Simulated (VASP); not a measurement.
# Ti in VASP: further runs, part 2 of 2

VASP 6.6.1. Earlier steps stand in the parts before.

## Step 3: Single point, PBE (strain +0.080 along x and y, +0.080 along z)

The input, INCAR:

```
SYSTEM = Ti
ALGO = Normal ; EDIFF = 1E-6
ENCUT = 500 ; GGA = PE
GGA_COMPAT = .False. ; ISIF = 2
ISMEAR = 0 ; LASPH = .True.
LCHARG = .False. ; LREAL = .False.
LWAVE = .False. ; NBANDS = 12
NELM = 120 ; PREC = Accurate
SIGMA = 0.15
```

The input, KPOINTS:

```
k-points
0
Gamma
  14 14 14
  0 0 0
```

The input, POSCAR:

```
Ti
1.0
   -1.7722800000      1.7722800000      1.7722800000
    1.7722800000     -1.7722800000      1.7722800000
    1.7722800000      1.7722800000     -1.7722800000
Ti
1
Direct
    0.0000000000      0.0000000000      0.0000000000
```

Potentials or basis: VASP PAW PBE potentials, release 64 (Ti_sv).

Run with:

```
> cat potpaw_PBE.64/Ti_sv/POTCAR > POTCAR
> mpirun -np 1 vasp_std > vasp.out
```

OUTCAR:

```text
SYSTEM = Ti
   EDIFF = 1E-6
   ENCUT = 500
   GGA = PE
   ISIF = 2
   ISMEAR = 0
   LASPH = .True.
   LREAL = .False.
   NELM = 120
   PREC = Accurate

 ion  position               nearest neighbor table
   1  0.000  0.000  0.000-

  LATTYP: Found a body centered cubic cell.
 ALAT       =     3.5445600000

  Lattice vectors:

 A1 = (  -1.7722800000,   1.7722800000,   1.7722800000)
 A2 = (   1.7722800000,  -1.7722800000,   1.7722800000)
 A3 = (   1.7722800000,   1.7722800000,  -1.7722800000)

Analysis of symmetry for initial positions (statically):
=====================================================================
 Subroutine PRICEL returns:
 Original cell was already a primitive cell.

 Routine SETGRP: Setting up the symmetry group for a
 body centered cubic supercell.

 Subroutine GETGRP returns: Found 48 space group operations
 (whereof 48 operations were pure point group operations)
 out of a pool of 48 trial point group operations.

The static configuration has the point symmetry O_h .

Analysis of symmetry for dynamics (positions and initial velocities):
[... 157 lines left out ...]
 E-fermi :   5.7579     XC(G=0): -10.3765

 val. band max:        5.7522835658   @ k =   0.2857   0.0714   0.0714
 cond. band min:       5.7749140578   @ k =  -0.2143   0.3571   0.0714
 fundamental gap:      0.0226304920
 Fermi energy:         5.7578772570

 k-point     1 :       0.0000    0.0000    0.0000
  band No.  band energies     occupation
      1     -51.2807      2.00000
      2     -27.3324      2.00000
      3     -27.3324      2.00000
      4     -27.3324      2.00000
      5       0.4109      2.00000
      6       6.5048      0.00000
      7       6.5048      0.00000
      8       6.5048      0.00000
      9       7.7857      0.00000
     10       7.7857      0.00000
     11      21.4405      0.00000
     12      21.4405      0.00000
[... 331 lines left out ...]
 k-point    24 :       0.3571    0.2857    0.0000
  band No.  band energies     occupation
      1     -51.2296      2.00000
      2     -27.5533      2.00000
      3     -27.5088      2.00000
      4     -27.3680      2.00000
      5       4.9050      2.00000
      6       5.3510      1.99987
      7       5.4032      1.99917
      8       7.8353      0.00000
      9       7.9922      0.00000
     10      11.0992      0.00000
     11      12.0761      0.00000
     12      12.9690      0.00000

 [... further k-points ...]
[... 5 lines left out ...]
  --------------------------------------------------------------------------------------
  -------------------------------------------------------------------------------------
  Total       -2.3776699     -2.3776699     -2.3776699      0.0000000     -0.0000000      0.0000000
  in kB     -171.0823211   -171.0823211   -171.0823211      0.0000000     -0.0000000      0.0000000
  external PRESSURE =    -171.0823211 kB  Pullay stress =       0.0000000 kB

 VOLUME and BASIS-vectors are now :
 -----------------------------------------------------------------------------
  energy-cutoff  :      500.00
  volume of cell :       22.27
      direct lattice vectors                 reciprocal lattice vectors
    -1.772280000  1.772280000  1.772280000     0.000000000  0.282122464  0.282122464
     1.772280000 -1.772280000  1.772280000     0.282122464  0.000000000  0.282122464
     1.772280000  1.772280000 -1.772280000     0.282122464  0.282122464  0.000000000

 POSITION                                       TOTAL-FORCE (eV/Angst)
 -----------------------------------------------------------------------------------
      0.00000      0.00000      0.00000         0.000000     -0.000000      0.000000
 -----------------------------------------------------------------------------------
    total drift:                                0.000000      0.000000      0.000000

  FREE ENERGIE OF THE ION-ELECTRON SYSTEM (eV)
  ---------------------------------------------------
  free  energy   TOTEN  =        -7.4109124817 eV

  energy  without entropy=       -7.3730882326  energy(sigma->0) =       -7.39200036
```

stdout:

```text
POSCAR found type information on POSCAR Ti
 POSCAR found :  1 types and       1 ions
 scaLAPACK will be used
 LDA part: xc-table for (Slater+PW92), standard interpolation
 POSCAR, INCAR and KPOINTS ok, starting setup
 FFT: planning ... GRIDC
 FFT: planning ... GRID_SOFT
 FFT: planning ... GRID
 WAVECAR not read
 entering main loop
```

Wall time 8.1 s (1 thread of Intel Xeon 6975P-C (Granite Rapids), shared host); peak memory 0.15 GiB.

What came out:

* Free energy: -7.4109 eV
* Pressure: -17.1 GPa
* Band gap on the k mesh: zero (bands 6 and 7 overlap by 1.26 eV)

Caveat: the cell differs from its parent crystal (strain +0.080 along x and y, +0.080 along z); the cell stands under tension.

## Step 4: Single point, PBE (strain -0.080 along x and y, -0.040 along z)

The input, INCAR:

```
SYSTEM = Ti
  ALGO = Normal
  EDIFF = 1E-6
  ENCUT = 500
  GGA = PE
  GGA_COMPAT = .False.
  ISIF = 2
  ISMEAR = 0
  LASPH = .True.
  LCHARG = .False.
  LREAL = .False.
  LWAVE = .False.
  NBANDS = 12
  NELM = 120
  PREC = Accurate
  SIGMA = 0.15
```

KPOINTS is that of step 3.

The input, POSCAR:

```
Ti
1.0
   -1.5097200000      1.5097200000      1.5753600000
    1.5097200000     -1.5097200000      1.5753600000
    1.5097200000      1.5097200000     -1.5753600000
Ti
1
Direct
    0.0000000000      0.0000000000      0.0000000000
```

Run with:

```
> cat potpaw_PBE.64/Ti_sv/POTCAR > POTCAR
> mpirun -np 1 vasp_std > vasp.out
```

Wall time 18 s (1 thread of Intel Xeon 6975P-C (Granite Rapids), shared host); peak memory 0.15 GiB.

Results (log left out):

```yaml
Free_energy: -7.5337 eV
Pressure: 25.7 GPa
Band_gap_on_the_k_mesh: zero (bands 6 and 7 overlap by 1.81 eV)
```

Levels at points of the mesh, in eV from the Fermi level:
```csv
k point,band 2,band 3,band 4,band 5,band 6,band 7,band 8,band 9,band 10,band 11
"(0.00, 0.00, 0.00)",-31.76,-31.76,-31.76,-6.31,1.02,1.02,1.39,3.10,3.55,18.24
"(0.50, 0.00, 0.00)",-32.99,-32.12,-31.77,-2.96,-0.49,1.76,3.15,3.84,5.34,10.96
"(0.50, 0.50, 0.00)",-32.97,-32.16,-31.81,-3.01,-0.94,2.11,3.67,3.96,5.41,11.30
"(0.50, 0.50, 0.50)",-32.64,-32.54,-32.54,-2.93,-2.77,4.85,4.94,4.94,9.25,10.54
```

Caveat: the cell differs from its parent crystal (strain -0.080 along x and y, -0.040 along z); the cell stands under pressure.

## Step 5: Single point, PBE (strain -0.040 along x and y, -0.080 along z)

The input, INCAR:

```
ALGO     = Normal         # electronic algorithm
EDIFF    = 1E-6           # SCF threshold, eV
ENCUT    = 500            # plane-wave cutoff, eV
GGA      = PE             # functional
GGA_COMPAT= False        
ISIF     = 2              # what is computed and relaxed
ISMEAR   = 0              # smearing method
LASPH    = True           # aspherical terms in the spheres
LCHARG   = False          # write CHGCAR
LREAL    = False          # projectors in reciprocal space
LWAVE    = False          # write WAVECAR
NBANDS   = 12             # bands
NELM     = 120            # most SCF steps
PREC     = Accurate       # precision mode
SIGMA    = 0.15           # smearing width, eV
```

The input, KPOINTS:

```
k-points
0
Gamma
  14 14 14
```

The input, POSCAR:

```
Ti
1.0
   -1.5753600000      1.5753600000      1.5097200000
    1.5753600000     -1.5753600000      1.5097200000
    1.5753600000      1.5753600000     -1.5097200000
Ti
1
Direct
    0.0000000000      0.0000000000      0.0000000000
```

Run with:

```
> cat potpaw_PBE.64/Ti_sv/POTCAR > POTCAR
> mpirun -np 1 vasp_std > vasp.out
```

It took 16 s on 1 thread of Intel Xeon 6975P-C (Granite Rapids), shared host; peak memory 0.15 GiB.

It converged, with:

```
Free energy            : -7.6204 eV
Pressure               : 18.5 GPa
Band gap on the k mesh : zero (bands 6 and 7 overlap by 1.70 eV)
```

Stress tensor (GPa, compression positive):
```
18.83  0.00  0.00
 0.00 18.83  0.00
 0.00  0.00 17.74
```

Levels at points of the mesh, in eV from the Fermi level:
```tsv
k point	band 2	band 3	band 4	band 5	band 6	band 7	band 8	band 9	band 10	band 11
(0.00, 0.00, 0.00)	-31.92	-31.92	-31.91	-6.25	0.86	1.23	1.23	2.96	3.41	18.20
(0.50, 0.00, 0.00)	-32.98	-32.25	-31.94	-2.86	-0.73	1.79	3.27	3.80	5.11	10.63
(0.50, 0.50, 0.00)	-32.99	-32.22	-31.91	-2.83	-0.28	1.45	2.93	3.52	5.06	10.29
(0.50, 0.50, 0.50)	-32.66	-32.66	-32.57	-2.74	-2.60	4.64	4.64	4.73	9.25	9.25
```

Caveat: the cell differs from its parent crystal (strain -0.040 along x and y, -0.080 along z); the cell stands under pressure.

## Step 6: Single point, PBE (strain -0.040 along x and y, +0.000 along z)

The input, INCAR:

```
SYSTEM = Ti
  PREC = Accurate
  ENCUT = 500
  EDIFF = 1E-6
  ISMEAR = 0
  SIGMA = 0.15
  LREAL = .False.
  LASPH = .True.
  NELM = 120
  ALGO = Normal
  ISIF = 2
  LWAVE = .False.
  LCHARG = .False.
  GGA = PE
  NBANDS = 12
  GGA_COMPAT = .False.
```

The input, KPOINTS:

```
Automatic mesh
0
Gamma
  14 14 14
  0 0 0
```

The input, POSCAR:

```
Ti
1.0
   -1.5753600000      1.5753600000      1.6410000000
    1.5753600000     -1.5753600000      1.6410000000
    1.5753600000      1.5753600000     -1.6410000000
Ti
1
Direct
    0.0000000000      0.0000000000      0.0000000000
```

Potentials or basis: VASP PAW PBE potentials, release 64 (Ti_sv).

Run with:

```
> cat potpaw_PBE.64/Ti_sv/POTCAR > POTCAR
> mpirun -np 1 vasp_std > vasp.out
```

Run time: 15 s. Hardware: 1 thread of Intel Xeon 6975P-C (Granite Rapids), shared host; peak memory 0.15 GiB.

Results (log left out):

```yaml
Free_energy: -7.7195 eV
Pressure: 6.5 GPa
Band_gap_on_the_k_mesh: zero (bands 6 and 7 overlap by 1.66 eV)
```

Stress tensor (GPa, compression positive):
```
6.24 0.00 0.00
0.00 6.24 0.00
0.00 0.00 7.02
```

Levels at points of the mesh, in eV from the Fermi level:
| k point | band 3 | band 4 | band 5 | band 6 | band 7 | band 8 | band 9 | band 10 |
| --- | --- | --- | --- | --- | --- | --- | --- | --- |
| (0.00, 0.00, 0.00) | -32.19 | -32.19 | -6.09 | 0.95 | 0.95 | 1.25 | 2.75 | 3.11 |
| (0.50, 0.00, 0.00) | -32.43 | -32.19 | -2.61 | -0.33 | 1.25 | 2.76 | 3.33 | 4.59 |
| (0.50, 0.50, 0.00) | -32.46 | -32.21 | -2.62 | -0.71 | 1.55 | 3.18 | 3.43 | 4.65 |
| (0.50, 0.50, 0.50) | -32.73 | -32.73 | -2.39 | -2.27 | 4.18 | 4.26 | 4.26 | 8.14 |

Caveat: the cell differs from its parent crystal (strain -0.040 along x and y, +0.000 along z); the cell stands under pressure.

## Step 7: Overview

```tsv
cell	gap on the mesh (eV)	pressure (GPa)
a = 2.956 Å, angles 109.5°, 1 atom	none	-11.8
a = 3.070 Å, angles 109.5°, 1 atom	none	-17.1
a = 2.653 Å, angles 110.6, 110.6, 107.2°, 1 atom	none	25.7
a = 2.691 Å, angles 108.3, 108.3, 111.8°, 1 atom	none	18.5
a = 2.767 Å, angles 110.6, 110.6, 107.3°, 1 atom	none	6.5
```

Alike in all rows: task single point; level PBE; potentials or basis VASP PAW PBE potentials, release 64 (Ti_sv); no spin polarisation; k mesh 14 × 14 × 14; cutoff (eV) 500; smearing gaussian 0.15 eV.

Caveats: the cell stands under pressure (at least some runs); the cell stands under tension (at least some runs).

Absolute energies hang on the potentials; compare differences alone.
